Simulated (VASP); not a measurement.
A run of VASP 6.6.1 is set up as follows.

Contents of INCAR:

```
SYSTEM = Pd
PREC = Accurate
ENCUT = 520
EDIFF = 1E-6
ISMEAR = -1
SIGMA = 0.1
LREAL = .False.
LASPH = .True.
NELM = 80
ALGO = Normal
ISIF = 2
LWAVE = .False.
LCHARG = .False.
GGA = PE
NBANDS = 11
```

Contents of KPOINTS:

```
regular mesh
0
Gamma
  22 22 22
  0 0 0
```

POSCAR

```
Pd
1.0
    0.0000000000      1.9734737328      1.9734737328
    1.9734737328      0.0000000000      1.9734737328
    1.9734737328      1.9734737328      0.0000000000
Pd
1
Direct
    0.0000000000      0.0000000000      0.0000000000
```

Potentials or basis: VASP PAW PBE potentials, release 64 (Pd).

Launch:

```bash
$ cat potpaw_PBE.64/Pd/POTCAR > POTCAR
$ mpirun -np 1 vasp_std > vasp.out
```

(1) Predict the pressure.

(2) Estimate the band gap on the k mesh.

## Answers

(1) -0.4 GPa.

(2) zero (band 5 reaches 9.37 eV, above the bottom of band 6 at 7.89 eV).
